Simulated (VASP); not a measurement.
A run of VASP 6.6.1 is set up as follows.

The input INCAR:

```
SYSTEM = TeAs2
PREC = Accurate
ENCUT = 520
EDIFF = 1E-6
ISMEAR = 0
SIGMA = 0.1
LREAL = .FALSE.
LASPH = .TRUE.
NELM = 100
ALGO = Normal
ISIF = 2
LWAVE = .FALSE.
LCHARG = .FALSE.
GGA = PE
NBANDS = 25
```

File KPOINTS:

```
Automatic mesh
0
G
  4 4 4
  0 0 0
```

File POSCAR:

```
TeAs2
1.0
   -3.5564539400      3.5564539400      2.9405160000
    3.5564539400     -3.5564539400      2.9405160000
    3.5564539400      3.5564539400     -2.9405160000
Te As
2 4
Direct
    0.7500000000      0.2500000000      0.5000000000
    0.0000000000      0.0000000000      0.0000000000
    0.3750000000      0.6250000000      0.2500000000
    0.3750000000      0.1250000000      0.7500000000
    0.3750000000      0.6250000000      0.7500000000
    0.8750000000      0.6250000000      0.2500000000
```

Potentials or basis: VASP PAW PBE potentials, release 64 (Te, As).

Command:

```bash
$ cat potpaw_PBE.64/Te/POTCAR potpaw_PBE.64/As/POTCAR > POTCAR
$ mpirun -np 1 vasp_std > vasp.out
```

Problem. Predict the pressure.

Solution. -1.4 GPa.

Problem. Predict the band gap on the k mesh.

Solution. Zero (band 16 reaches 5.94 eV, above the bottom of band 17 at 5.45 eV).

Stress tensor (GPa, compression positive):
```
-1.09  0.00  0.00
 0.00 -1.09  0.00
 0.00  0.00 -2.01
```

Caveat: spin-orbit coupling is left out, which moves the levels of the heavy elements.
